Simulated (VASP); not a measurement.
Write the native input for VASP 6.6.1 that does the following.

* Task: density of states
* Functional: RPBE
* Potentials or basis: VASP PAW PBE potentials, release 64 (P, B)
* Cutoff: 520 eV
* k mesh: 6 × 6 × 6
* Occupations: fermi-dirac, width 0.05 eV
* Spin: no spin polarisation
* Dipole correction: no
* k mesh for the DOS: 9 × 9 × 9
* Occupations for the DOS: tetrahedron
* Further INCAR settings: ALGO = Normal; EDIFF = 1e-06; NBANDS = 11

BP:

```
P B
1.0
     0.00000    2.26900    2.26900
     2.26900    0.00000    2.26900
     2.26900    2.26900    0.00000
P B
1 1
Cartesian
  3.4035 3.4035 3.4035
  0.0000 0.0000 0.0000
```

The input as run:

POSCAR

```
BP
1.0
    0.0000000000      2.2690000000      2.2690000000
    2.2690000000      0.0000000000      2.2690000000
    2.2690000000      2.2690000000      0.0000000000
P B
1 1
Direct
    0.7500000000      0.7500000000      0.7500000000
    0.0000000000      0.0000000000      0.0000000000
```

INCAR.step1

```
SYSTEM = BP
PREC = Accurate
ENCUT = 520
EDIFF = 1E-6
ISMEAR = -1
SIGMA = 0.05
LREAL = .False.
LASPH = .True.
NELM = 100
ALGO = Normal
ISIF = 2
LWAVE = .False.
LCHARG = .True.
GGA = RP
NBANDS = 11
```

KPOINTS.step1

```
Automatic mesh
0
Gamma
  6 6 6
  0 0 0
```

INCAR.step2

```
SYSTEM = BP
PREC = Accurate
ENCUT = 520
EDIFF = 1E-6
ISMEAR = -5
SIGMA = 0.05
LREAL = .False.
LASPH = .True.
NELM = 100
ALGO = Normal
ISIF = 2
LWAVE = .False.
LCHARG = .False.
GGA = RP
LORBIT = 10
NBANDS = 11
NEDOS = 2001
ICHARG = 11
```

KPOINTS.step2

```
Automatic mesh
0
Gamma
  9 9 9
  0 0 0
```

Potentials or basis: VASP PAW PBE potentials, release 64 (P, B).

The run is started by

```bash
$ cat potpaw_PBE.64/P/POTCAR potpaw_PBE.64/B/POTCAR > POTCAR
$ cp INCAR.step1 INCAR
$ cp KPOINTS.step1 KPOINTS
$ mpirun -np 1 vasp_std > vasp.out
$ cp INCAR.step2 INCAR
$ cp KPOINTS.step2 KPOINTS
$ mpirun -np 1 vasp_std > vasp.out
```

It gave:

```json
{"Valence electrons inside the program's atomic spheres": "P 2.58; B 1.95"}
```

It used 5.9 s of CPU time on 1 thread of Intel Xeon 6975P-C, with other jobs on the host.
